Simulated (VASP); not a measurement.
# Na3BP2 (P1) in VASP: a series of runs, part 2 of 2

VASP 6.6.1. The steps go on from the part before.

### 4 Single point, LDA

INCAR reads:

```
SYSTEM = Na3BP2
PREC = Accurate
ENCUT = 520
EDIFF = 1E-7
ISMEAR = -1
SIGMA = 0.05
LREAL = Auto
LASPH = .TRUE.
NELM = 80
ALGO = Normal
ISIF = 2
LWAVE = .FALSE.
LCHARG = .FALSE.
NBANDS = 86
```

KPOINTS reads:

```
Automatic mesh
0
G
  2 1 1
  0 0 0
```

POSCAR reads:

```
Na3BP2
1.0
    7.1493640000      0.0000000000      0.0000000000
    0.0000000000      9.4916290000      0.0000000000
   -3.3367450000      0.0000000000      8.7276410000
Na B P
12 4 8
Direct
    0.8940817705      0.2400114880      0.8052806022
    0.0847150924     -0.1622482295      1.1689412981
    0.3231935427      0.4732485857      0.5236924846
    0.9433000461      0.6280270752      0.6454779705
    0.4807328309      1.0178547855      0.4742747783
    0.3481867780      0.4307269068      0.9220704655
   -0.0946824261      0.1768400345      0.3149419184
    0.8472036576      0.5216912713      0.1010467777
    0.4228848757      0.0987712436      0.0830923270
    0.4853820239      0.6393633801      0.1825350057
    0.6208344867      0.9070624231     -0.0538633521
    0.2804724716      0.9223601133      0.7204925134
    0.2320510046      0.2611037578      0.6616679123
    0.7976344905      0.6638059705      0.8600834979
    0.1892294184      0.2308876590      0.1419856752
    0.9120308140      0.8200278372      0.3929698758
    0.3736136998      0.3775221303      0.2087963976
    0.6462210951      0.8694081912      0.2824818299
    0.5253894465      0.6840132500      0.7784234022
    0.4785318089      0.2084046901      0.7562753784
    0.9696051590      0.3428389373      0.5650896961
    0.0673673107      0.6724135551      0.9360719580
    0.1786350009      0.8053833541      0.4692676979
    0.9848693012      0.1273332533      0.0669482166
```

Potentials or basis: VASP PAW LDA potentials, release 64 (Na_pv, B, P).

The run is started by

```console
$ cat potpaw_LDA.64/Na_pv/POTCAR potpaw_LDA.64/B/POTCAR potpaw_LDA.64/P/POTCAR > POTCAR
$ mpirun -np 1 vasp_std > vasp.out
```

OUTCAR:

```text
SYSTEM = Na3BP2
   PREC = Accurate
   ENCUT = 520
   EDIFF = 1E-7
   ISMEAR = -1
   LREAL = Auto
   LASPH = .TRUE.
   NELM = 80
   ISIF = 2

 ion  position               nearest neighbor table
   1  0.894  0.240  0.805-  24 2.53  21 2.67  20 2.86
   2  0.085  0.838  0.169-  22 2.65  23 2.66
   3  0.323  0.473  0.524-
   4  0.943  0.628  0.645-  22 2.57  21 2.83
   5  0.481  0.018  0.474-  18 2.85
   6  0.348  0.431  0.922-  17 2.67
   7  0.905  0.177  0.315-  24 2.62  21 2.72
   8  0.847  0.522  0.101-
   9  0.423  0.099  0.083-  15 2.31
  10  0.485  0.639  0.183-  18 2.49  17 2.65
  11  0.621  0.907  0.946-  19 2.58  12 2.59
  12  0.280  0.922  0.720-  23 2.46  11 2.59  19 2.79
  13  0.232  0.261  0.662-  20 1.74  21 1.93
  14  0.798  0.664  0.860-  22 1.80  19 1.83
  15  0.189  0.231  0.142-  24 1.69  17 1.86   9 2.31
  16  0.912  0.820  0.393-  23 1.79  18 1.87
  17  0.374  0.378  0.209-  15 1.86  10 2.65   6 2.67
  18  0.646  0.869  0.282-  16 1.87  10 2.49   5 2.85
  19  0.525  0.684  0.778-  14 1.83  11 2.58  12 2.79
  20  0.479  0.208  0.756-  13 1.74   1 2.86
  21  0.970  0.343  0.565-  13 1.93   1 2.67   7 2.72   4 2.83
  22  0.067  0.672  0.936-  14 1.80   4 2.57   2 2.65
  23  0.179  0.805  0.469-  16 1.79  12 2.46   2 2.66
  24  0.985  0.127  0.067-  15 1.69   1 2.53   7 2.62

  LATTYP: Found a simple monoclinic cell.
 ALAT       =     7.1493640000
 B/A-ratio  =     1.3276186525
 C/A-ratio  =     1.3069338404
 COS(beta)  =    -0.3571099952

  Lattice vectors:

 A1 = (   7.1493640000,   0.0000000000,   0.0000000000)
 A2 = (   0.0000000000,   9.4916290000,   0.0000000000)
 A3 = (  -3.3367450000,   0.0000000000,   8.7276410000)

Analysis of symmetry for initial positions (statically):
=====================================================================
 Subroutine PRICEL returns:
 Original cell was already a primitive cell.

 Routine SETGRP: Setting up the symmetry group for a
 simple monoclinic supercell.

 Subroutine GETGRP returns: Found  1 space group operations
[... 168 lines left out ...]
   LRPA    =     F    only Hartree local field effects (RPA)
 non-spin polarized calculation
  energy-cutoff  :      520.00
  volume of cell :      592.25
 maximum number of plane-waves:     15976
 NGX is ok and might be reduce to    54
   NGX = 27   NGY = 35   NGZ = 35

 number of electron     136.0000010 magnetization

 Free energy of the ion-electron system (eV)
  ---------------------------------------------------
  ext. energy  EPLUGINS =         0.00000000
  ---------------------------------------------------
  free energy    TOTEN  =       -96.43111097 eV

  energy without entropy =      -96.43065967  energy(sigma->0) =      -96.43088532

 E-fermi :   1.4886     XC(G=0):  -7.8813

 val. band max:        1.1108260049   @ k =   0.5000   0.0000   0.0000
 cond. band min:       1.8660387281   @ k =   0.0000   0.0000   0.0000
 fundamental gap:      0.7552127231
 Fermi energy:         1.4885996701

 k-point     1 :       0.0000    0.0000    0.0000
  band No.  band energies     occupation
      1     -23.7823      2.00000
      2     -23.7592      2.00000
      3     -23.7423      2.00000
      4     -23.4837      2.00000
      5     -23.3959      2.00000
      6     -23.3211      2.00000
[... 72 lines left out ...]
     79       4.3806      0.00000
     80       4.4571      0.00000

 k-point     2 :       0.5000    0.0000    0.0000
  band No.  band energies     occupation
      1     -23.7823      2.00000
      2     -23.7592      2.00000
      3     -23.7423      2.00000
      4     -23.4837      2.00000
      5     -23.3959      2.00000
      6     -23.3211      2.00000
[... 72 lines left out ...]
     79       4.1668      0.00000
     80       4.3118      0.00000
 [bands above 80 left out]

------------------------ aborting loop because EDIFF is reached ----------------------------------------

  FORCE on cell =-STRESS in cart. coord.  units (eV):
  Direction    XX          YY          ZZ          XY          YZ          ZX
  --------------------------------------------------------------------------------------
  -------------------------------------------------------------------------------------
  Total       -9.4876749     -3.0912891      4.4764817      1.0348909      4.6478574     -2.9632072
  in kB      -25.6664224     -8.3626741     12.1099502      2.7996266     12.5735624     -8.0161820
  external PRESSURE =      -7.3063821 kB  Pullay stress =       0.0000000 kB

 VOLUME and BASIS-vectors are now :
 -----------------------------------------------------------------------------
  energy-cutoff  :      520.00
  volume of cell :      592.25
      direct lattice vectors                 reciprocal lattice vectors
     7.149364000  0.000000000  0.000000000     0.139872582  0.000000000  0.053475978
     0.000000000  9.491629000  0.000000000     0.000000000  0.105355993  0.000000000
    -3.336745000  0.000000000  8.727641000     0.000000000  0.000000000  0.114578498

 POSITION                                       TOTAL-FORCE (eV/Angst)
 -----------------------------------------------------------------------------------
      3.70510      2.27810      7.02820        -0.076580      0.346962     -0.524466
      0.04195      7.95163      1.47446        -0.040968      0.406322     -0.019722
      0.56320      4.49190      4.57060         0.188954      0.239282     -0.145499
      4.59020      5.96100      5.63350         0.190333     -0.060731     -0.796411
      1.85440      0.16947      4.13930        -0.020892      0.152356      0.018175
     -0.58740      4.08830      8.04750        -0.109226      0.147530     -0.769503
[... 16 lines left out ...]
     -0.28870      7.64440      4.09560        -1.029192     -0.822481     -1.020367
      6.81780      1.20860      0.58430        -0.948611     -1.918295     -0.415430
 -----------------------------------------------------------------------------------
    total drift:                                0.000088      0.000130      0.002675

  FREE ENERGIE OF THE ION-ELECTRON SYSTEM (eV)
  ---------------------------------------------------
  free  energy   TOTEN  =       -96.4311109680 eV

  energy  without entropy=      -96.4306596723  energy(sigma->0) =      -96.43088532
```

stdout:

```text
POSCAR found type information on POSCAR NaB P
 POSCAR found :  3 types and      24 ions
 scaLAPACK will be used
 LDA part: xc-table for (Slater(with rela. corr.)+CA(PZ))
 , standard interpolation
 POSCAR, INCAR and KPOINTS ok, starting setup
 FFT: planning ... GRIDC
 FFT: planning ... GRID_SOFT
 FFT: planning ... GRID
 WAVECAR not read
 entering main loop
```

Wall time 4 min (1 thread of Oxide Virtual Turin-like, shared host); peak memory 0.43 GiB.

What came out:

- Free energy: -96.4311 eV
- Pressure: -0.7 GPa
- Largest force: 3.877 eV/Å
- Band gap on the k mesh: 0.76 eV, indirect (least direct gap 1.03 eV)

Forces on the atoms (eV/Å):
```
Na  -0.077  0.347 -0.524
Na  -0.041  0.406 -0.020
Na   0.189  0.239 -0.145
Na   0.190 -0.061 -0.796
Na  -0.021  0.152  0.018
Na  -0.109  0.148 -0.770
Na  -0.215 -0.245  0.482
Na   0.480 -0.289  0.108
Na   0.463 -0.059 -0.025
Na  -0.649 -0.357 -0.239
Na   0.987  0.285  0.792
Na  -0.735  0.554  0.309
B   -2.751  0.903 -1.283
B   -0.344  0.874  0.072
B    1.270  3.413  1.331
B   -0.098  1.071 -0.922
P   -0.867 -1.790  0.112
P    1.266  0.526  0.790
P    1.036 -1.271  0.678
P    0.204 -0.948  0.458
P    2.351 -0.880  0.977
P   -0.553 -0.277  0.035
P   -1.029 -0.822 -1.020
P   -0.949 -1.918 -0.415
```

Stress tensor (GPa, compression positive):
```
-2.57  0.28 -0.80
 0.28 -0.84  1.26
-0.80  1.26  1.21
```

Caveat: the k points lie up to 0.72 Å⁻¹ apart; forces of over 1 eV/Å act on the atoms, so gaps and moduli don't describe the material at rest. A k mesh can miss the band edges.
